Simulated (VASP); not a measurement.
Runs of VASP 6.6.1 on PbS. The structure is that of space group Pm-3m (No. 221), or close to it. The cells are those of the table. 

```csv
cell,gap on the mesh (eV),pressure (GPa)
"a = 3.656, b = 3.656, c = 3.602 Å, 2 atoms",none,-1.8
"a = 3.386, b = 3.386, c = 3.602 Å, 2 atoms",none,9.6
"a = 3.764, b = 3.764, c = 3.602 Å, 2 atoms",none,-4.5
"a = 3.494, b = 3.494, c = 3.602 Å, 2 atoms",none,(a)
```

Alike in all rows: task single point; level PBE+D3(BJ); potentials or basis VASP PAW PBE potentials, release 64 (Pb_d, S); no spin polarisation; k mesh 16 × 16 × 16; cutoff (eV) 520; smearing gaussian 0.15 eV.

**Question.** Fill in the values left out.

**Answer.** (a) 4.0.

Caveats: spin-orbit coupling is left out, which moves the levels of the heavy elements; semilocal functionals underestimate gaps, so a narrow gap can read as zero (at least some runs); the cell stands under pressure (at least some runs); the cell stands under tension (at least some runs).

A k mesh can miss the band edges, and the runs leave out spin-orbit coupling on Pb.

A gap of «none» marks levels without a gap at the run's occupations.
